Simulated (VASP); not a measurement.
# NiGe (P4/mmm) in VASP: a series of runs, part 2 of 2

VASP 6.6.1. Earlier steps stand in the parts before.

## 3. Relaxation of cell and atoms, r2SCAN

POSCAR

```
NiGe
1.0
    2.7561760212      0.0000000000      0.0000000000
    0.0000000000      2.7561760212      0.0000000000
    0.0000000000      0.0000000000      3.6125592849
Ni Ge
1 1
Direct
    0.5000000000      0.5000000000      0.5000000000
    0.0000000000      0.0000000000      0.0000000000
```

INCAR.step1

```
SYSTEM = NiGe
  PREC = Accurate
  ENCUT = 600
  ISMEAR = 0
  SIGMA = 0.1
  LREAL = .FALSE.
  LASPH = .TRUE.
  NELM = 100
  GGA = PE
  ALGO = Normal
  EDIFF = 1E-4
  LWAVE = .TRUE.
  LCHARG = .FALSE.
```

INCAR.step2

```
SYSTEM = NiGe
  PREC = Accurate
  ENCUT = 600
  EDIFF = 1E-7
  ISMEAR = 0
  SIGMA = 0.1
  LREAL = .FALSE.
  LASPH = .TRUE.
  NELM = 100
  ALGO = Normal
  ISIF = 3
  LWAVE = .FALSE.
  LCHARG = .FALSE.
  METAGGA = R2SCAN
  LMIXTAU = .TRUE.
  IBRION = 2
  NSW = 90
  EDIFFG = -0.04
  ISTART = 1
```

KPOINTS

```
Automatic mesh
0
G
  6 6 6
  0 0 0
```

Potentials or basis: VASP PAW PBE potentials, release 64 (Ni, Ge_d).

Started as:

```sh
> cat potpaw_PBE.64/Ni/POTCAR potpaw_PBE.64/Ge_d/POTCAR > POTCAR
> cp INCAR.step1 INCAR
> mpirun -np 1 vasp_std > vasp.out
> cp INCAR.step2 INCAR
> mpirun -np 1 vasp_std > vasp.out
```

OUTCAR:

```text
SYSTEM = NiGe
   PREC = Accurate
   ENCUT = 600
   EDIFF = 1E-7
   ISMEAR = 0
   LREAL = .FALSE.
   LASPH = .TRUE.
   NELM = 100
   ISIF = 3
   METAGGA = R2SCAN
   IBRION = 2
   NSW = 90
   EDIFFG = -0.04
   ISTART = 1

 ion  position               nearest neighbor table
   1  0.500  0.500  0.500-   2 2.66   2 2.66   2 2.66   2 2.66   2 2.66   2 2.66   2 2.66   2 2.66

   2  0.000  0.000  0.000-   1 2.66   1 2.66   1 2.66   1 2.66   1 2.66   1 2.66   1 2.66   1 2.66

  LATTYP: Found a simple tetragonal cell.
 ALAT       =     2.7561760212
 C/A-ratio  =     1.3107142857

  Lattice vectors:

 A1 = (   2.7561760212,   0.0000000000,   0.0000000000)
 A2 = (   0.0000000000,   2.7561760212,   0.0000000000)
 A3 = (   0.0000000000,   0.0000000000,   3.6125592849)

Analysis of symmetry for initial positions (statically):
=====================================================================
 Subroutine PRICEL returns:
 Original cell was already a primitive cell.

 Routine SETGRP: Setting up the symmetry group for a
 simple tetragonal supercell.

 Subroutine GETGRP returns: Found 16 space group operations
 (whereof 16 operations were pure point group operations)
 out of a pool of 16 trial point group operations.

[... 167 lines left out ...]

  FORCE on cell =-STRESS in cart. coord.  units (eV):
  Direction    XX          YY          ZZ          XY          YZ          ZX
  --------------------------------------------------------------------------------------
  -------------------------------------------------------------------------------------
  Total       -1.4357987     -1.4357987     -2.6782305      0.0000000      0.0000000      0.0000000
  in kB      -83.8253296    -83.8253296   -156.3614368      0.0000000      0.0000000      0.0000000
  external PRESSURE =    -108.0040320 kB  Pullay stress =       0.0000000 kB
[... 131 lines left out ...]
--------------------------------------- Ionic step        5  -------------------------------------------

 number of electron      24.0000007 magnetization

 E-fermi :   9.9912     XC(G=0): -14.2635

 val. band max:        9.9747962876   @ k =   0.3333   0.3333   0.5000
 cond. band min:      10.0153795740   @ k =   0.5000   0.3333   0.3333
 fundamental gap:      0.0405832864
 Fermi energy:         9.9912141945

 k-point     1 :       0.0000    0.0000    0.0000
  band No.  band energies     occupation
      1     -15.9371      2.00000
      2     -15.8387      2.00000
      3     -15.7404      2.00000
      4     -15.7404      2.00000
      5     -15.7329      2.00000
      6      -4.5644      2.00000
[... 518 lines left out ...]
--------------------------------------- Ionic step        7  -------------------------------------------

 number of electron      24.0000014 magnetization

 Free energy of the ion-electron system (eV)
  ---------------------------------------------------
  ext. energy  EPLUGINS =         0.00000000
  ---------------------------------------------------
  free energy    TOTEN  =       -25.78093794 eV

  energy without entropy =      -25.77975298  energy(sigma->0) =      -25.78034546

 E-fermi :  10.0161     XC(G=0): -14.2849

 val. band max:        9.9599861079   @ k =   0.5000   0.5000   0.0000
 cond. band min:      10.2430793738   @ k =   0.3333   0.1667   0.3333
 fundamental gap:      0.2830932658
 Fermi energy:        10.0160929843

 k-point     1 :       0.0000    0.0000    0.0000
  band No.  band energies     occupation
      1     -15.8335      2.00000
      2     -15.8143      2.00000
      3     -15.7004      2.00000
      4     -15.7004      2.00000
      5     -15.6987      2.00000
      6      -4.5036      2.00000
[... 476 lines left out ...]
  FREE ENERGIE OF THE ION-ELECTRON SYSTEM (eV)
  ---------------------------------------------------
  free  energy   TOTEN  =       -25.7809379414 eV

  energy  without entropy=      -25.7797529773  energy(sigma->0) =      -25.78034546

 reached required accuracy - stopping structural energy minimisation
```

OUTCAR.step1:

```text
SYSTEM = NiGe
   PREC = Accurate
   ENCUT = 600
   ISMEAR = 0
   LREAL = .FALSE.
   LASPH = .TRUE.
[... 680 lines left out ...]
      1.37809      1.37809      1.80628         0.000000      0.000000      0.000000
      0.00000      0.00000      0.00000         0.000000      0.000000      0.000000
 -----------------------------------------------------------------------------------
    total drift:                                0.000000      0.000000     -0.000000

  FREE ENERGIE OF THE ION-ELECTRON SYSTEM (eV)
  ---------------------------------------------------
  free  energy   TOTEN  =        -9.9992995450 eV

  energy  without entropy=       -9.9937324220  energy(sigma->0) =       -9.99651598
```

OSZICAR.step1:

```text
N       E                     dE             d eps       ncg     rms          rms(c)
DAV:   1     0.123172441294E+03    0.12317E+03   -0.13555E+04  1336   0.418E+03
DAV:   2    -0.297820927928E+00   -0.12347E+03   -0.12147E+03  1312   0.488E+02
DAV:   3    -0.107237997764E+02   -0.10426E+02   -0.10347E+02  1456   0.115E+02
DAV:   4    -0.109146671095E+02   -0.19087E+00   -0.19072E+00  1592   0.167E+01
DAV:   5    -0.109187786070E+02   -0.41115E-02   -0.41115E-02  1704   0.220E+00    0.979E+00
DAV:   6    -0.130585092053E+02   -0.21397E+01   -0.37919E+01  1320   0.727E+01    0.157E+01
DAV:   7    -0.100336359255E+02    0.30249E+01   -0.10234E+01  1304   0.504E+01    0.205E+00
DAV:   8    -0.100150512185E+02    0.18585E-01   -0.74627E-01  1752   0.926E+00    0.133E+00
DAV:   9    -0.999965864263E+01    0.15393E-01   -0.79856E-02  1544   0.325E+00    0.171E-01
DAV:  10    -0.999932507003E+01    0.33357E-03   -0.14056E-03  1640   0.606E-01    0.725E-02
DAV:  11    -0.999929954501E+01    0.25525E-04   -0.23695E-04   752   0.282E-01
   1 F= -.99992995E+01 E0= -.99965160E+01  d E =-.556712E-02
```

Wall time 3.1 min (1 thread of Intel Xeon 6975P-C (Granite Rapids), shared host); peak memory 0.16 GiB.

Results:

```yaml
Free_energy: -25.7809 eV
Relaxed_volume: 12.58 Å³/atom
Relaxed_cell: a = 2.904 Å, b = 2.904 Å, c = 2.983 Å, α = 90.00°, β = 90.00°, γ = 90.00°
Space_group_after_relaxing_to_0.05_Å: P4/mmm (No. 123)
Energy_gained_by_relaxing: 77.5 meV/atom
Ionic_steps: 7
Pressure_after_relaxing: 0.4 GPa
Band_gap_on_the_k_mesh: zero (band 12 reaches 12.30 eV, above the bottom of band 13 at 9.56 eV)
```

Step by step:
```tsv
step	energy change (eV)	largest force (eV/Å)	pressure (GPa)	volume (Å³)
1	0.0000	0.0000	-10.80	27.44
2	-0.0752	0.0000	8.51	23.92
3	-0.0996	0.0000	0.94	24.99
4	-0.1133	0.0000	0.64	25.05
5	-0.1346	0.0000	0.50	25.16
6	-0.1547	0.0000	0.50	25.15
7	-0.1549	0.0000	0.43	25.16
```

Final structure:
```cif
data_structure
_symmetry_space_group_name_H-M 'P 1'
_symmetry_Int_Tables_number 1
_cell_length_a 2.9039
_cell_length_b 2.9039
_cell_length_c 2.9835
_cell_angle_alpha 90.000
_cell_angle_beta 90.000
_cell_angle_gamma 90.000
_cell_volume 25.16
loop_
_atom_site_label
_atom_site_type_symbol
_atom_site_fract_x
_atom_site_fract_y
_atom_site_fract_z
_atom_site_occupancy
Ni1 Ni 0.50000 0.50000 0.50000 1
Ge1 Ge 0.00000 0.00000 0.00000 1
```

Caveat: the k points lie up to 0.36 Å⁻¹ apart in the final cell; the PAW data sets were made with another functional, which shifts forces and pressure a little.
